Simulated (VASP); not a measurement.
# CoO in VASP: notebook

The runs below take CoO through single point, with PBEsol, PBE, RPBE.

Program: VASP 6.6.1. These are calculated values, not measurements. Logs are shortened: lines on timing, memory, paths and dates and some standing lists are left out, and cuts for length are marked.

### Step 1. The cell of the first run

The structure is tetragonal, space group I4/mmm (No. 139). Conventional cell: a = 3.016 Å, b = 3.016 Å, c = 4.214 Å, α = 90.00°, β = 90.00°, γ = 90.00°. Within 2.8 Å of Co (site symmetry 4/mmm) lie 6 O at 2.11 to 2.13 Å. O (site symmetry 4/mmm) has 6 Co at 2.11 to 2.13 Å within 2.8 Å.

### Step 2. Single point, PBEsol, collinear spin, ferromagnetic start

File INCAR:

```
SYSTEM = CoO
PREC = Accurate ; ENCUT = 520
EDIFF = 1E-6 ; ISMEAR = -1
SIGMA = 0.05 ; LREAL = .False.
LASPH = .True. ; NELM = 150
ALGO = Normal ; ISIF = 2
LWAVE = .False. ; LCHARG = .True.
ISPIN = 2 ; MAGMOM = 3.5 0
LORBIT = 11 ; LMAXMIX = 4
GGA = PS ; LELF = .True.
LVHAR = .True. ; NBANDS = 18
```

File KPOINTS:

```
Automatic mesh
0
Gamma
  12 12 12
  0 0 0
```

File POSCAR:

```
CoO
1.0
   -1.5080000000      1.5080000000      2.1072475377
    1.5080000000     -1.5080000000      2.1072475377
    1.5080000000      1.5080000000     -2.1072475377
Co O
1 1
Direct
    0.0000000000      0.0000000000      0.0000000000
    0.5000000000      0.5000000000      0.0000000000
```

Potentials or basis: VASP PAW PBE potentials, release 64 (Co, O).

On the command line:

```
$ cat potpaw_PBE.64/Co/POTCAR potpaw_PBE.64/O/POTCAR > POTCAR
$ mpirun -np 1 vasp_std > vasp.out
```

OUTCAR:

```text
SYSTEM = CoO
   PREC = Accurate
   ENCUT = 520
   EDIFF = 1E-6
   ISMEAR = -1
   LREAL = .False.
   LASPH = .True.
   NELM = 150
   ISIF = 2
   ISPIN = 2
   LORBIT = 11
   GGA = PS

 ion  position               nearest neighbor table
   1  0.000  0.000  0.000-   2 2.11   2 2.11   2 2.13   2 2.13   2 2.13   2 2.13
   2  0.500  0.500  0.000-   1 2.11   1 2.11   1 2.13   1 2.13   1 2.13   1 2.13

  LATTYP: Found a body centered tetragonal cell.
 ALAT       =     3.0160000000
 C/A-ratio  =     1.3973790038

  Lattice vectors:

 A1 = (  -1.5080000000,   1.5080000000,   2.1072475377)
 A2 = (   1.5080000000,  -1.5080000000,   2.1072475377)
 A3 = (   1.5080000000,   1.5080000000,  -2.1072475377)

Analysis of symmetry for initial positions (statically):
=====================================================================
 Subroutine PRICEL returns:
 Original cell was already a primitive cell.

 Routine SETGRP: Setting up the symmetry group for a
 body centered tetragonal supercell.

 Subroutine GETGRP returns: Found 16 space group operations
 (whereof 16 operations were pure point group operations)
 out of a pool of 16 trial point group operations.

The static configuration has the point symmetry D_4h.

Analysis of symmetry for dynamics (positions and initial velocities):
=====================================================================
 Subroutine PRICEL returns:
 Original cell was already a primitive cell.

 Routine SETGRP: Setting up the symmetry group for a
 body centered tetragonal supercell.

 Subroutine GETGRP returns: Found 16 space group operations
 (whereof 16 operations were pure point group operations)
 out of a pool of 16 trial point group operations.

The dynamic configuration has the point symmetry D_4h.

Analysis of structural, dynamic, and magnetic symmetry:
=====================================================================
 Subroutine PRICEL returns:
 Original cell was already a primitive cell.

 Routine SETGRP: Setting up the symmetry group for a
 body centered tetragonal supercell.

 Subroutine GETGRP returns: Found 16 space group operations
 (whereof 16 operations were pure point group operations)
 out of a pool of 16 trial point group operations.

The overall configuration has the point symmetry D_4h.

 Subroutine INISYM returns: Found 16 space group operations
 (whereof 16 operations are pure point group operations),
 and found     1 'primitive' translations

----------------------------------------------------------------------------------------

                                     Primitive cell

  volume of cell :      19.1681

[... 107 lines left out ...]
     AMIX     =   0.40;   BMIX     =  1.00
     AMIX_MAG =   1.60;   BMIX_MAG =  1.00
  volume/ion in A,a.u.               =       9.58        64.68
  Fermi-wavevector in a.u.,A,eV,Ry     =   1.508618  2.850874 30.965868  2.275927
  Thomas-Fermi vector in A             =   2.619048
   LORBIT       =     11    0 simple, 1 ext, 2 COOP (PROOUT), +10 PAW based schemes
   GGA     = PS    functional components
   LHFCALC =     F    Hartree Fock is set to
   AEXX    =    0.0000 exact exchange contribution
   IVDW    =     0    specifies the selected vdW correction
   LEPSILON=     F    determine dielectric tensor
   LRPA    =     F    only Hartree local field effects (RPA)
 spin polarized calculation
  energy-cutoff  :      520.00
  volume of cell :       19.17
 maximum number of plane-waves:       533
 NGX is ok and might be reduce to    24
   NGX = 11   NGY = 11   NGZ = 11

 number of electron      15.0000005 magnetization       2.9220992

 Free energy of the ion-electron system (eV)
  ---------------------------------------------------
  ext. energy  EPLUGINS =         0.00000000
  ---------------------------------------------------
  free energy    TOTEN  =       -13.97076902 eV

  energy without entropy =      -13.93781420  energy(sigma->0) =      -13.95429161

 E-fermi :   7.9366     XC(G=0): -12.7073

 val. band max:        7.9349798846   @ k =   0.4167   0.0000  -0.0000
 cond. band min:       7.9373874879   @ k =   0.2500   0.2500  -0.0000
 fundamental gap:      0.0024076033
 Fermi energy:         7.9365679610

 spin component 1

 k-point     1 :       0.0000    0.0000    0.0000
  band No.  band energies     occupation
      1     -12.3646      1.00000
      2       4.6434      1.00000
      3       4.6460      1.00000
      4       4.6554      1.00000
      5       4.6921      1.00000
      6       4.6921      1.00000
[... 493 lines left out ...]
     17      35.0737      0.00000
     18      36.6597      0.00000

 [... further k-points ...]

 spin component 2

 k-point     1 :       0.0000    0.0000    0.0000
  band No.  band energies     occupation
      1     -11.8279      1.00000
      2       5.2519      1.00000
      3       5.3073      1.00000
      4       5.3073      1.00000
      5       6.7973      1.00000
      6       6.7973      1.00000
[... 493 lines left out ...]
     17      35.5140      0.00000
     18      37.1340      0.00000

 [... further k-points ...]
[... 5 lines left out ...]
  --------------------------------------------------------------------------------------
  -------------------------------------------------------------------------------------
  Total       -1.1692302     -1.1692302     -1.1356459      0.0000000      0.0000000      0.0000000
  in kB      -97.7310112    -97.7310112    -94.9238410      0.0000000      0.0000000      0.0000000
  external PRESSURE =     -96.7952878 kB  Pullay stress =       0.0000000 kB

 VOLUME and BASIS-vectors are now :
 -----------------------------------------------------------------------------
  energy-cutoff  :      520.00
  volume of cell :       19.17
      direct lattice vectors                 reciprocal lattice vectors
    -1.508000000  1.508000000  2.107247538     0.000000000  0.331564987  0.237276348
     1.508000000 -1.508000000  2.107247538     0.331564987  0.000000000  0.237276348
     1.508000000  1.508000000 -2.107247538     0.331564987  0.331564987  0.000000000

 POSITION                                       TOTAL-FORCE (eV/Angst)
 -----------------------------------------------------------------------------------
      0.00000      0.00000      0.00000         0.000000      0.000000     -0.000000
      0.00000      0.00000      2.10725        -0.000000      0.000000      0.000000
 -----------------------------------------------------------------------------------
    total drift:                               -0.000000      0.000000     -0.000000

  FREE ENERGIE OF THE ION-ELECTRON SYSTEM (eV)
  ---------------------------------------------------
  free  energy   TOTEN  =       -13.9707690227 eV

  energy  without entropy=      -13.9378141971  energy(sigma->0) =      -13.95429161

 total charge

# of ion       s       p       d       tot
------------------------------------------
    1        0.300   0.367   7.150   7.816
    2        1.551   3.403   0.000   4.954
--------------------------------------------------
tot          1.850   3.770   7.150  12.770

 magnetization (x)

# of ion       s       p       d       tot
------------------------------------------
    1        0.020   0.018   2.518   2.555
    2        0.029   0.284   0.000   0.314
--------------------------------------------------
tot          0.049   0.302   2.518   2.869
```

OSZICAR:

```text
N       E                     dE             d eps       ncg     rms          rms(c)
DAV:   1     0.763570453592E+02    0.76357E+02   -0.67574E+03 12198   0.969E+02
DAV:   2    -0.118687273580E+02   -0.88226E+02   -0.75865E+02 12406   0.221E+02
DAV:   3    -0.166230312176E+02   -0.47543E+01   -0.46691E+01 13758   0.551E+01
DAV:   4    -0.166711811154E+02   -0.48150E-01   -0.48115E-01 14420   0.525E+00
DAV:   5    -0.166722967753E+02   -0.11157E-02   -0.11155E-02 14494   0.795E-01    0.148E+01
DAV:   6    -0.157827548066E+02    0.88954E+00   -0.18873E+01 14774   0.634E+01    0.208E+01
DAV:   7    -0.140555748193E+02    0.17272E+01   -0.92269E+00 14564   0.510E+01    0.787E+00
DAV:   8    -0.140159667138E+02    0.39608E-01   -0.33876E-01 15806   0.713E+00    0.509E+00
DAV:   9    -0.139547895745E+02    0.61177E-01   -0.26547E-01 16592   0.922E+00    0.270E+00
DAV:  10    -0.139768936670E+02   -0.22104E-01   -0.31846E-02 15152   0.156E+00    0.163E+00
DAV:  11    -0.139705675353E+02    0.63261E-02   -0.49505E-02 16846   0.401E+00    0.284E-01
DAV:  12    -0.139710454923E+02   -0.47796E-03   -0.37396E-03 13826   0.497E-01    0.215E-01
DAV:  13    -0.139708377895E+02    0.20770E-03   -0.17309E-04 16606   0.174E-01    0.136E-01
DAV:  14    -0.139707618698E+02    0.75920E-04   -0.78900E-04 16014   0.277E-01    0.748E-02
DAV:  15    -0.139707902308E+02   -0.28361E-04   -0.87042E-05 15240   0.142E-01    0.608E-02
DAV:  16    -0.139707716203E+02    0.18610E-04   -0.19778E-05 16722   0.697E-02    0.397E-02
DAV:  17    -0.139707690108E+02    0.26096E-05   -0.11808E-05 15824   0.653E-02    0.158E-02
DAV:  18    -0.139707690227E+02   -0.11962E-07   -0.45336E-06 13196   0.340E-02
   1 F= -.13970769E+02 E0= -.13954292E+02  d E =-.329548E-01  mag=     2.9224
```

Wall time 1.8 min (1 thread of Intel Xeon Platinum 8375C at 2.90GHz (Ice Lake), shared host); peak memory 0.21 GiB.

Results:

| Property | Result |
| --- | --- |
| Free energy | -13.9708 eV |
| Pressure | -9.7 GPa |
| Net moment | 2.92 μB per cell |
| Site moments | Co +2.56; O +0.31 μB |
| Valence electrons inside the program's atomic spheres | Co 7.82; O 4.95 |

Stress tensor (GPa, compression positive):
```
-9.77  0.00  0.00
 0.00 -9.77  0.00
 0.00  0.00 -9.49
```

Caveat: the PAW data sets were made with another functional, which shifts forces and pressure a little; a cell with one magnetic atom can't hold antiferromagnetic order, which such compounds often take; semilocal functionals often make such compounds metallic where correlation or magnetic order opens a gap, which also shifts bond lengths. With open d or f shells a metallic result of PBEsol can be an artefact of self-interaction; +U or a hybrid may open a gap.

### Step 3. Single point, PBE, collinear spin, ferromagnetic start

File INCAR:

```
SYSTEM = CoO
ALGO = Normal
EDIFF = 1E-6
ENCUT = 600
GGA = PE
GGA_COMPAT = .FALSE.
ISIF = 2
ISMEAR = -1
ISPIN = 2
LASPH = .TRUE.
LCHARG = .TRUE.
LELF = .TRUE.
LMAXMIX = 4
LORBIT = 11
LREAL = .FALSE.
LVHAR = .TRUE.
LWAVE = .FALSE.
MAGMOM = 2 0
NBANDS = 18
NELM = 200
PREC = Accurate
SIGMA = 0.05
```

File KPOINTS:

```
k-points
0
G
  9 9 9
  0 0 0
```

File POSCAR:

```
CoO
1.0
   -1.4929200000      1.4929200000      2.1072475377
    1.4929200000     -1.4929200000      2.1072475377
    1.5230800000      1.5230800000     -2.1072475377
Co O
1 1
Direct
    0.0000000000      0.0000000000      0.0000000000
    0.5000000000      0.5000000000      0.0000000000
```

Potentials or basis: VASP PAW PBE potentials, release 64 (Co, O).

On the command line:

```
$ cat potpaw_PBE.64/Co/POTCAR potpaw_PBE.64/O/POTCAR > POTCAR
$ mpirun -np 1 vasp_std > vasp.out
```

OUTCAR:

```text
SYSTEM = CoO
   EDIFF = 1E-6
   ENCUT = 600
   GGA = PE
   ISIF = 2
   ISMEAR = -1
   ISPIN = 2
   LASPH = .TRUE.
   LORBIT = 11
   LREAL = .FALSE.
   NELM = 200
   PREC = Accurate

 ion  position               nearest neighbor table
   1  0.000  0.000  0.000-   2 2.11   2 2.11   2 2.11   2 2.11   2 2.15   2 2.15
   2  0.500  0.500  0.000-   1 2.11   1 2.11   1 2.11   1 2.11   1 2.15   1 2.15

  LATTYP: Found a face centered orthorhombic cell.
 ALAT       =     4.2144950754
 B/A-ratio  =     1.0019267664
 C/A-ratio  =     1.0221677112

  Lattice vectors:

 A1 = (   3.0160000000,   0.0301600000,   0.0000000000)
 A2 = (   1.5230800000,   1.5230800000,   2.1072475377)
[... 1221 lines left out ...]

 VOLUME and BASIS-vectors are now :
 -----------------------------------------------------------------------------
  energy-cutoff  :      600.00
  volume of cell :       19.17
      direct lattice vectors                 reciprocal lattice vectors
    -1.492920000  1.492920000  2.107247538    -0.003315981  0.331598147  0.237276348
     1.492920000 -1.492920000  2.107247538     0.331598147 -0.003315981  0.237276348
     1.523080000  1.523080000 -2.107247538     0.328282165  0.328282165  0.000000000

 POSITION                                       TOTAL-FORCE (eV/Angst)
 -----------------------------------------------------------------------------------
      0.00000      0.00000      0.00000         0.000000      0.000000      0.000000
      0.00000      0.00000      2.10725        -0.000000      0.000000     -0.000000
 -----------------------------------------------------------------------------------
    total drift:                               -0.000000      0.000000     -0.000000

  FREE ENERGIE OF THE ION-ELECTRON SYSTEM (eV)
  ---------------------------------------------------
  free  energy   TOTEN  =       -13.0663547795 eV

  energy  without entropy=      -13.0314173496  energy(sigma->0) =      -13.04888606

 total charge

# of ion       s       p       d       tot
------------------------------------------
    1        0.296   0.361   7.154   7.811
    2        1.553   3.427   0.000   4.980
--------------------------------------------------
tot          1.849   3.789   7.154  12.791

 magnetization (x)

# of ion       s       p       d       tot
------------------------------------------
    1        0.021   0.018   2.479   2.518
    2        0.029   0.252   0.000   0.281
--------------------------------------------------
tot          0.049   0.270   2.479   2.799
```

OSZICAR:

```text
N       E                     dE             d eps       ncg     rms          rms(c)
DAV:   1     0.850844533334E+02    0.85084E+02   -0.72846E+03  9378   0.108E+03
DAV:   2    -0.987103183102E+01   -0.94955E+02   -0.81963E+02  9454   0.239E+02
DAV:   3    -0.153867497800E+02   -0.55157E+01   -0.52936E+01 10494   0.600E+01
DAV:   4    -0.154463459019E+02   -0.59596E-01   -0.59525E-01 10790   0.591E+00
DAV:   5    -0.154477180524E+02   -0.13722E-02   -0.13719E-02 11256   0.897E-01    0.165E+01
DAV:   6    -0.143456376478E+02    0.11021E+01   -0.16205E+01 11656   0.604E+01    0.199E+01
DAV:   7    -0.131784692755E+02    0.11672E+01   -0.71294E+00 11380   0.474E+01    0.805E+00
DAV:   8    -0.130816346899E+02    0.96835E-01   -0.39193E-01 12908   0.971E+00    0.413E+00
DAV:   9    -0.130834950252E+02   -0.18603E-02   -0.22675E-01 13480   0.801E+00    0.278E+00
DAV:  10    -0.130684962627E+02    0.14999E-01   -0.70607E-02 13282   0.498E+00    0.782E-01
DAV:  11    -0.130657952568E+02    0.27010E-02   -0.26954E-02 12636   0.243E+00    0.370E-01
DAV:  12    -0.130665151394E+02   -0.71988E-03   -0.72971E-03 13064   0.907E-01    0.217E-01
DAV:  13    -0.130665816719E+02   -0.66532E-04   -0.20904E-04 11552   0.191E-01    0.203E-01
DAV:  14    -0.130664700851E+02    0.11159E-03   -0.11842E-04 12058   0.232E-01    0.136E-01
DAV:  15    -0.130663479383E+02    0.12215E-03   -0.26178E-04 12628   0.366E-01    0.335E-02
DAV:  16    -0.130663541205E+02   -0.61822E-05   -0.69662E-05 10942   0.732E-02    0.176E-02
DAV:  17    -0.130663547795E+02   -0.65904E-06   -0.43001E-06  9564   0.229E-02
   1 F= -.13066355E+02 E0= -.13048886E+02  d E =-.349374E-01  mag=     2.8471
```

Run time: 4 min. Hardware: 1 thread of AMD EPYC 7R13, shared host; peak memory 0.18 GiB.

Results:

| Quantity | Value |
| --- | --- |
| Free energy | -13.0664 eV |
| Pressure | -1.3 GPa |
| Net moment | 2.85 μB per cell |
| Site moments | Co +2.52; O +0.28 μB |
| Valence electrons inside the program's atomic spheres | Co 7.81; O 4.98 |

Stress tensor (GPa, compression positive):
```
-1.36 -0.17  0.00
-0.17 -1.36  0.00
 0.00  0.00 -1.11
```

Caveat: a cell with one magnetic atom can't hold antiferromagnetic order, which such compounds often take; semilocal functionals often make such compounds metallic where correlation or magnetic order opens a gap, which also shifts bond lengths.

[end of part 1 of 2]
